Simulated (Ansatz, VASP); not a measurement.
Mn in VASP and in Ansatz

```
Mn
1.0
     0.00000    2.52387    2.52387
     2.52387    0.00000    2.52387
     2.52387    2.52387    0.00000
Mn
2
Direct
  0.00000 0.00000 0.00000
  0.50000 0.50000 0.50000
```

Alike in both runs: task single point; functional RPBE; k mesh 13 × 13 × 13; occupations fermi-dirac, width 0.05 eV; collinear spin.

|  | VASP | Ansatz |
| --- | --- | --- |
| version | VASP 6.6.1 | Ansatz 0.2.0 |
| potentials or method | VASP PAW PBE potentials, release 64 (Mn_pv), cutoff 520 eV | plane waves (420 eV) with PAW, scalar-relativistic |
| valence electrons in the cell | 26 | 30 |

VASP gave:

| Item | Value |
| --- | --- |
| pressure (GPa) | -4.6 |
| net moment per atom (μB) | 0.00 |
| size of the moment on the site where the two differ most (μB) | 3.12 |

Which values does Ansatz return?

Pressure (GPa): -4.8; net moment per atom (μB): 0.00; size of the moment on the site where the two differ most (μB): 3.04.

VASP's potentials were made for PBE, not for RPBE. Site moments also hang on the region over which each program counts them. With one functional, cell and mesh, what is left measures potentials, basis and numerics. VASP's potentials hold 26 valence electrons a cell and Ansatz's 30, so a difference there can come from the potentials and not from the codes.
